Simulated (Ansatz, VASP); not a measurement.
**Ga2O in VASP and in Ansatz**

INCAR

```
ALGO = Normal
EDIFF = 1E-7
EDIFFG = -0.001
ENCUT = 600
GGA = PE
IBRION = 2
ISIF = 3
ISMEAR = -1
LASPH = T
LCHARG = F
LREAL = F
LWAVE = F
NELM = 80
NSW = 80
PREC = Accurate
SIGMA = 0.15
```

The input KPOINTS:

```
k-points
0
Gamma
  12 12 12
```

POSCAR

```
Ga2O
1.0
    0.0000000000      2.9808333939      2.9808333939
    2.9808333939      0.0000000000      2.9808333939
    2.9808333939      2.9808333939      0.0000000000
Ga O
2 1
Direct
    0.2500000000      0.2500000000      0.2500000000
    0.7500000000      0.7500000000      0.7500000000
    0.0000000000      0.0000000000      0.0000000000
```

Input for Ansatz:

```yaml
crystal:
  lattice:
    - [0.0, 2.9808333939, 2.9808333939]
    - [2.9808333939, 0.0, 2.9808333939]
    - [2.9808333939, 2.9808333939, 0.0]
  atoms:
    - { symbol: Ga, position: [0.25, 0.25, 0.25] }
    - { symbol: Ga, position: [0.75, 0.75, 0.75] }
    - { symbol: O, position: [0.0, 0.0, 0.0] }
basis:
  ecutwfc: 420
kpoints:
  mp_grid: { grid: [12, 12, 12] }
hamiltonian:
  xc: pbe
scf:
  occupations: { method: fermi_dirac, width: 0.15 }
output:
  forces: true
  stress: true
  eigenvalues: true
relax:
  adjacent_minimum: "off"
  f_tol: 0.001
  max_steps: 60
  cell: { stress_tol: 0.01 }
```

Alike in both runs: task relaxation of cell and atoms; functional PBE; k mesh 12 × 12 × 12; occupations fermi-dirac, width 0.15 eV; no spin polarisation.

|  | VASP | Ansatz |
| --- | --- | --- |
| version | VASP 6.6.1 | Ansatz 0.2.0 |
| potentials or method | VASP PAW PBE potentials, release 64 (Ga_d, O), cutoff 600 eV | scalar-relativistic, plane waves, PAW |
| valence electrons in the cell | 32 | 32 |

```csv
,VASP,Ansatz,Ansatz less VASP
"gap on the k mesh at the Fermi level, each at its own relaxed structure (eV)",none,none,-
relaxed volume (Å³/atom),17.60,17.62,+0.013
relaxed cell length with the largest relative difference (Å),4.211,4.212,+0.0010
```

A gap of «none» marks a metal or a gap that the smearing closes.
